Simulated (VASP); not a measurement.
Write the native input for VASP 6.6.1 that does the following.

```
Task                   : single point
Functional             : PBE
Potentials or basis    : VASP PAW PBE potentials, release 64 (Ta_pv)
Cutoff                 : 520 eV
k mesh                 : 10 × 10 × 10
Occupations            : fermi-dirac, width 0.1 eV
Spin                   : no spin polarisation
Dipole correction      : no
Further INCAR settings : ALGO = Normal; EDIFF = 1e-07; NBANDS = 18
```

The structure of Ta lies in POSCAR:

```
Ta
1.0
    0.0000000000      3.0529549985      3.0529549985
    3.0529549985      0.0000000000      3.0529549985
    3.0529549985      3.0529549985      0.0000000000
Ta
2
Direct
    0.1250000000      0.1250000000      0.1250000000
    0.8750000000      0.8750000000      0.8750000000
```

This isn't the form of Ta at room conditions, which is bcc.

One way to write it, as run:

INCAR

```
SYSTEM = Ta
PREC = Accurate
ENCUT = 520
EDIFF = 1E-7
ISMEAR = -1
SIGMA = 0.1
LREAL = .False.
LASPH = .True.
NELM = 100
ALGO = Normal
ISIF = 2
LWAVE = .False.
LCHARG = .True.
GGA = PE
LELF = .True.
LVHAR = .True.
NBANDS = 18
```

KPOINTS

```
regular mesh
0
Gamma
  10 10 10
  0 0 0
```

Potentials or basis: VASP PAW PBE potentials, release 64 (Ta_pv).

The run is started by

```bash
$ cat potpaw_PBE.64/Ta_pv/POTCAR > POTCAR
$ mpirun -np 1 vasp_std > vasp.out
```

Results of the run:

```json
{
  "Pressure": "0.1 GPa",
  "Band gap on the k mesh": "zero (bands 11 and 12 overlap by 0.80 eV)"
}
```

Caveat: spin-orbit coupling is left out, which moves the levels of the heavy elements.

Run time: 41 s on 1 thread of Intel(R) Xeon(R) Platinum 8259CL CPU @ 2.50GHz (Skylake/Cascade Lake), on a shared host, peak memory 0.19 GiB.
